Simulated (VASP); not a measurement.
# In2O3 (R-3c) in VASP: settings compared

The runs below take In2O3 through single point, relaxation of cell and atoms, with r2SCAN, PBE+D4.

Program: VASP 6.6.1. These are calculated values, not measurements. Logs are shortened: lines on timing, memory, paths and dates and some standing lists are left out, and cuts for length are marked.

### 1 The cell of the first run

Symmetry: R-3c, No. 167, trigonal system. Conventional cell: a = 5.487 Å, b = 5.487 Å, c = 14.510 Å, α = 90.00°, β = 90.00°, γ = 120.00°. In (site symmetry 3) has 6 O at 2.12 to 2.26 Å within 2.8 Å. O (site symmetry 2) has 4 In at 2.12 to 2.26 Å and 8 O at 2.83 to 3.10 Å within 3.1 Å.

### 2 Single point, r2SCAN, non-collinear spin, zero start, spin-orbit coupling

POSCAR

```
In2O3
1.0
    2.7435000000      1.5839604635      4.8366666667
   -2.7435000000      1.5839604635      4.8366666667
    0.0000000000     -3.1679209270      4.8366666667
In O
4 6
Direct
    0.8573100000      0.8573100000      0.8573100000
    0.6426900000      0.6426900000      0.6426900000
    0.1426900000      0.1426900000      0.1426900000
    0.3573100000      0.3573100000      0.3573100000
    0.0480000000      0.7500000000      0.4520000000
    0.7500000000      0.4520000000      0.0480000000
    0.4520000000      0.0480000000      0.7500000000
    0.9520000000      0.2500000000      0.5480000000
    0.2500000000      0.5480000000      0.9520000000
    0.5480000000      0.9520000000      0.2500000000
```

INCAR.step1

```
SYSTEM = In2O3
PREC = Accurate ; ENCUT = 520
ISMEAR = -1 ; SIGMA = 0.05
LREAL = .FALSE. ; LASPH = .TRUE.
NELM = 150 ; MAGMOM = 0 0 0 0 0 0 0 0 0 0 0 0 0 0 0 0 0 0 0 0 0 0 0 0 0 0 0 0 0 0
LSORBIT = .TRUE. ; GGA_COMPAT = .FALSE.
NBANDS = 108 ; GGA = PE
ALGO = Normal ; EDIFF = 1E-4
LWAVE = .TRUE. ; LCHARG = .FALSE.
KPAR = 4
```

INCAR.step2

```
SYSTEM = In2O3
PREC = Accurate ; ENCUT = 520
EDIFF = 1E-6 ; ISMEAR = -1
SIGMA = 0.05 ; LREAL = .FALSE.
LASPH = .TRUE. ; NELM = 150
ALGO = Normal ; ISIF = 2
LWAVE = .FALSE. ; LCHARG = .FALSE.
MAGMOM = 0 0 0 0 0 0 0 0 0 0 0 0 0 0 0 0 0 0 0 0 0 0 0 0 0 0 0 0 0 0 ; LORBIT = 11
LSORBIT = .TRUE. ; GGA_COMPAT = .FALSE.
LORBMOM = .TRUE. ; METAGGA = R2SCAN
LMIXTAU = .TRUE. ; NBANDS = 108
ISTART = 1 ; KPAR = 4
```

KPOINTS

```
Automatic mesh
0
G
  6 6 6
  0 0 0
```

Potentials or basis: VASP PAW PBE potentials, release 64 (In_d, O).

On the command line:

```
$ cat potpaw_PBE.64/In_d/POTCAR potpaw_PBE.64/O/POTCAR > POTCAR
$ cp INCAR.step1 INCAR
$ mpirun -np 4 vasp_ncl > vasp.out
$ cp INCAR.step2 INCAR
$ mpirun -np 4 vasp_ncl > vasp.out
```

OUTCAR:

```text
SYSTEM = In2O3
   PREC = Accurate
   ENCUT = 520
   EDIFF = 1E-6
   ISMEAR = -1
   LREAL = .FALSE.
   LASPH = .TRUE.
   NELM = 150
   ISIF = 2
   LORBIT = 11
   LSORBIT = .TRUE.
   METAGGA = R2SCAN
   ISTART = 1

 ion  position               nearest neighbor table
   1  0.857  0.857  0.857-   8 2.12  10 2.12   9 2.12   6 2.26   5 2.26   7 2.26   2 3.11   3 3.24
                             3 3.24   3 3.24   2 3.61   2 3.61   2 3.61   4 3.99   4 3.99   4 3.99
   2  0.643  0.643  0.643-   9 2.12  10 2.12   8 2.12   6 2.26   5 2.26   7 2.26   1 3.11   4 3.24
                             4 3.24   4 3.24   1 3.61   1 3.61   1 3.61   3 3.99   3 3.99   3 3.99
   3  0.143  0.143  0.143-   5 2.12   7 2.12   6 2.12   8 2.26   9 2.26  10 2.26   4 3.11   1 3.24
                             1 3.24   1 3.24   4 3.61   4 3.61   4 3.61   2 3.99   2 3.99   2 3.99
   4  0.357  0.357  0.357-   6 2.12   7 2.12   5 2.12   8 2.26   9 2.26  10 2.26   3 3.11   2 3.24
                             2 3.24   2 3.24   3 3.61   3 3.61   3 3.61   1 3.99   1 3.99   1 3.99
   5  0.048  0.750  0.452-   3 2.12   4 2.12   1 2.26   2 2.26
   6  0.750  0.452  0.048-   4 2.12   3 2.12   1 2.26   2 2.26
   7  0.452  0.048  0.750-   3 2.12   4 2.12   1 2.26   2 2.26
   8  0.952  0.250  0.548-   1 2.12   2 2.12   3 2.26   4 2.26
   9  0.250  0.548  0.952-   2 2.12   1 2.12   3 2.26   4 2.26
  10  0.548  0.952  0.250-   1 2.12   2 2.12   3 2.26   4 2.26

  LATTYP: Found a trigonal (rhomboedric) cell.
 ALAT       =     5.7817875648
 COS(alpha) =     0.5496857780

  Lattice vectors:

 A1 = (   2.7435000000,   1.5839604635,   4.8366666667)
 A2 = (  -2.7435000000,   1.5839604635,   4.8366666667)
 A3 = (   0.0000000000,  -3.1679209270,   4.8366666667)

Analysis of symmetry for initial positions (statically):
=====================================================================
 Subroutine PRICEL returns:
 Original cell was already a primitive cell.

 Routine SETGRP: Setting up the symmetry group for a
 trigonal (rhombohedral) supercell.

 Subroutine GETGRP returns: Found 12 space group operations
 (whereof  6 operations were pure point group operations)
 out of a pool of 12 trial point group operations.

The static configuration has the point symmetry S_6 .
 The point group associated with its full space group is D_3d.

Analysis of symmetry for dynamics (positions and initial velocities):
=====================================================================
 Subroutine PRICEL returns:
 Original cell was already a primitive cell.

 Routine SETGRP: Setting up the symmetry group for a
 trigonal (rhombohedral) supercell.

 Subroutine GETGRP returns: Found 12 space group operations
 (whereof  6 operations were pure point group operations)
 out of a pool of 12 trial point group operations.

The dynamic configuration has the point symmetry S_6 .
 The point group associated with its full space group is D_3d.

Analysis of structural, dynamic, and magnetic symmetry:
=====================================================================
 Subroutine PRICEL returns:
 Original cell was already a primitive cell.

 Routine SETGRP: Setting up the symmetry group for a
 trigonal (rhombohedral) supercell.

 Subroutine GETGRP returns: Found 12 space group operations
 (whereof  6 operations were pure point group operations)
 out of a pool of 12 trial point group operations.

The overall configuration has the point symmetry S_6 .
 The point group associated with its full space group is D_3d.

 Subroutine INISYM returns: Found 12 space group operations
 (whereof  6 operations are pure point group operations),
 and found     1 'primitive' translations

----------------------------------------------------------------------------------------

                                     Primitive cell

  volume of cell :     126.1092

  direct lattice vectors                    reciprocal lattice vectors
     2.743500000  1.583960463  4.836666667     0.182248952  0.105221482  0.068917988
    -2.743500000  1.583960463  4.836666667    -0.182248952  0.105221482  0.068917988
     0.000000000 -3.167920927  4.836666667     0.000000000 -0.210442963  0.068917988

  length of vectors
     5.781787565  5.781787565  5.781787565     0.221440578  0.221440578  0.221440578

  position of ions in fractional coordinates (direct lattice)
     0.857310000  0.857310000  0.857310000
     0.642690000  0.642690000  0.642690000
     0.142690000  0.142690000  0.142690000
     0.357310000  0.357310000  0.357310000
     0.048000000  0.750000000  0.452000000
     0.750000000  0.452000000  0.048000000
[... 2645 lines left out ...]
      0.00000      0.00000      9.32543         0.000000      0.000000      0.061388
      0.00000      0.00000      2.07043         0.000000      0.000000      0.061388
      0.00000      0.00000      5.18457         0.000000      0.000000     -0.061388
     -1.92594     -0.16790      6.04583        -0.063481     -0.109952      0.000000
      0.81756      1.75186      6.04583        -0.063481      0.109952      0.000000
      1.10837     -1.58396      6.04583         0.126962      0.000000      0.000000
      1.92594      0.16790      8.46417         0.063481      0.109952      0.000000
     -0.81756     -1.75186      8.46417         0.063481     -0.109952      0.000000
     -1.10837      1.58396      8.46417        -0.126962      0.000000      0.000000
 -----------------------------------------------------------------------------------
    total drift:                                0.000000      0.000000      0.000000

  FREE ENERGIE OF THE ION-ELECTRON SYSTEM (eV)
  ---------------------------------------------------
  free  energy   TOTEN  =      -144.5451526722 eV

  energy  without entropy=     -144.5451526713  energy(sigma->0) =     -144.54515267

 orbital moment (x)

 # of ion     p       d       tot
 ----------------------------------------
  1        -0.000   0.000   0.000
  2         0.000   0.000   0.000
  3        -0.000   0.000   0.000
  4        -0.000   0.000  -0.000
  5        -0.000   0.000  -0.000
  6        -0.000   0.000  -0.000
  7         0.000   0.000   0.000
  8        -0.000   0.000  -0.000
  9        -0.000   0.000  -0.000
 10         0.000   0.000   0.000
 ----------------------------------------
            0.000   0.000   0.000

 orbital moment (y)

 # of ion     p       d       tot
 ----------------------------------------
  1        -0.000   0.000  -0.000
  2        -0.000  -0.000  -0.000
  3         0.000   0.000   0.000
  4         0.000  -0.000  -0.000
  5        -0.000   0.000  -0.000
  6         0.000   0.000   0.000
  7        -0.000   0.000  -0.000
  8        -0.000   0.000  -0.000
  9         0.000   0.000   0.000
 10        -0.000   0.000  -0.000
 ----------------------------------------
           -0.000  -0.000  -0.000

 orbital moment (z)

 # of ion     p       d       tot
 ----------------------------------------
  1        -0.000   0.000  -0.000
  2         0.000  -0.000   0.000
  3        -0.000   0.000  -0.000
  4         0.000  -0.000   0.000
  5        -0.000   0.000  -0.000
  6        -0.000   0.000  -0.000
  7         0.000   0.000   0.000
  8         0.000   0.000   0.000
  9        -0.000   0.000  -0.000
 10         0.000   0.000   0.000
 ----------------------------------------
           -0.000   0.000  -0.000

 Spin-Orbit-Coupling matrix elements

 Ion:    1  E_soc:     -0.0537555
 l=   1
     0.0000000    -0.0031203    -0.0032503
    -0.0031203     0.0000000    -0.0031203
    -0.0032503    -0.0031203     0.0000000
 l=   2
     0.0000000    -0.0011465     0.0000000    -0.0011465    -0.0046603
    -0.0011465     0.0000000    -0.0035054    -0.0011299    -0.0011465
     0.0000000    -0.0035054     0.0000000    -0.0035054     0.0000000
    -0.0011465    -0.0011299    -0.0035054     0.0000000    -0.0011465
    -0.0046603    -0.0011465     0.0000000    -0.0011465     0.0000000
 l=   3
     0.0000000     0.0000000     0.0000000     0.0000000     0.0000000     0.0000000     0.0000000
     0.0000000     0.0000000     0.0000000     0.0000000     0.0000000     0.0000000     0.0000000
     0.0000000     0.0000000     0.0000000     0.0000000     0.0000000     0.0000000     0.0000000
     0.0000000     0.0000000     0.0000000     0.0000000     0.0000000     0.0000000     0.0000000
[... 169 lines left out ...]
 l=   2
     0.0000000     0.0000000     0.0000000     0.0000000     0.0000000
     0.0000000     0.0000000     0.0000000     0.0000000     0.0000000
     0.0000000     0.0000000     0.0000000     0.0000000     0.0000000
     0.0000000     0.0000000     0.0000000     0.0000000     0.0000000
     0.0000000     0.0000000     0.0000000     0.0000000     0.0000000
 l=   3
     0.0000000     0.0000000     0.0000000     0.0000000     0.0000000     0.0000000     0.0000000
     0.0000000     0.0000000     0.0000000     0.0000000     0.0000000     0.0000000     0.0000000
     0.0000000     0.0000000     0.0000000     0.0000000     0.0000000     0.0000000     0.0000000
     0.0000000     0.0000000     0.0000000     0.0000000     0.0000000     0.0000000     0.0000000
     0.0000000     0.0000000     0.0000000     0.0000000     0.0000000     0.0000000     0.0000000
     0.0000000     0.0000000     0.0000000     0.0000000     0.0000000     0.0000000     0.0000000
     0.0000000     0.0000000     0.0000000     0.0000000     0.0000000     0.0000000     0.0000000

 total charge

# of ion       s       p       d       tot
------------------------------------------
    1        0.630   0.673  10.077  11.380
    2        0.630   0.673  10.077  11.380
    3        0.630   0.673  10.077  11.380
    4        0.630   0.673  10.077  11.380
    5        1.565   3.485   0.000   5.051
    6        1.565   3.485   0.000   5.051
    7        1.565   3.485   0.000   5.051
    8        1.565   3.485   0.000   5.051
    9        1.565   3.485   0.000   5.051
   10        1.565   3.485   0.000   5.051
--------------------------------------------------
tot         11.910  23.606  40.309  75.824

 magnetization (x)

# of ion       s       p       d       tot
------------------------------------------
    1        0.000   0.000   0.000   0.000
    2        0.000   0.000   0.000   0.000
    3        0.000  -0.000   0.000  -0.000
    4        0.000   0.000   0.000   0.000
    5       -0.000   0.000   0.000   0.000
    6       -0.000   0.000   0.000   0.000
    7        0.000  -0.000   0.000  -0.000
    8       -0.000   0.000   0.000   0.000
    9       -0.000   0.000   0.000   0.000
   10        0.000  -0.000   0.000  -0.000
--------------------------------------------------
tot         -0.000   0.000   0.000  -0.000

 magnetization (y)

# of ion       s       p       d       tot
------------------------------------------
    1        0.000  -0.000   0.000  -0.000
    2        0.000   0.000   0.000   0.000
    3        0.000  -0.000   0.000  -0.000
    4        0.000   0.000   0.000   0.000
    5       -0.000   0.000   0.000   0.000
    6        0.000  -0.000   0.000  -0.000
    7       -0.000  -0.000   0.000  -0.000
    8       -0.000   0.000   0.000   0.000
    9        0.000  -0.000   0.000  -0.000
   10        0.000   0.000   0.000   0.000
--------------------------------------------------
tot         -0.000   0.000   0.000   0.000

 magnetization (z)

# of ion       s       p       d       tot
------------------------------------------
    1       -0.000  -0.000  -0.000  -0.000
    2        0.000   0.000   0.000   0.000
    3       -0.000  -0.000  -0.000  -0.000
    4        0.000   0.000   0.000   0.000
    5        0.000  -0.000   0.000  -0.000
    6       -0.000   0.000   0.000   0.000
    7        0.000   0.000   0.000   0.000
    8        0.000  -0.000   0.000  -0.000
    9       -0.000   0.000   0.000   0.000
   10        0.000   0.000   0.000   0.000
--------------------------------------------------
tot          0.000   0.000   0.000   0.000
```

It took 27 min on 4 MPI ranks of Intel Xeon 6975P-C (Granite Rapids), shared host; peak memory 1.3 GiB.

What came out:

```yaml
Free_energy: -144.5452 eV
Pressure: 3.1 GPa
Largest_force: 0.127 eV/Å
Net_moment: 0.00 μB per cell
Valence_electrons_inside_the_program's_atomic_spheres: In 11.38; O 5.05
```

Forces in eV/Å, atoms in the order of the input:
```
In   0.000  0.000 -0.061
In   0.000  0.000  0.061
In   0.000  0.000  0.061
In   0.000  0.000 -0.061
O   -0.063 -0.110  0.000
O   -0.063  0.110  0.000
O    0.127  0.000  0.000
O    0.063  0.110  0.000
O    0.063 -0.110  0.000
O   -0.127  0.000  0.000
```

Moments on the atoms (μB; x, y, z):
```
In  0.00 0.00 0.00
In  0.00 0.00 0.00
In  0.00 0.00 0.00
In  0.00 0.00 0.00
O   0.00 0.00 0.00
O   0.00 0.00 0.00
O   0.00 0.00 0.00
O   0.00 0.00 0.00
O   0.00 0.00 0.00
O   0.00 0.00 0.00
```

Caveat: the cell stands under pressure; the PAW data sets were made with another functional, which shifts forces and pressure a little.

(Part 1 of 2 ends here.)
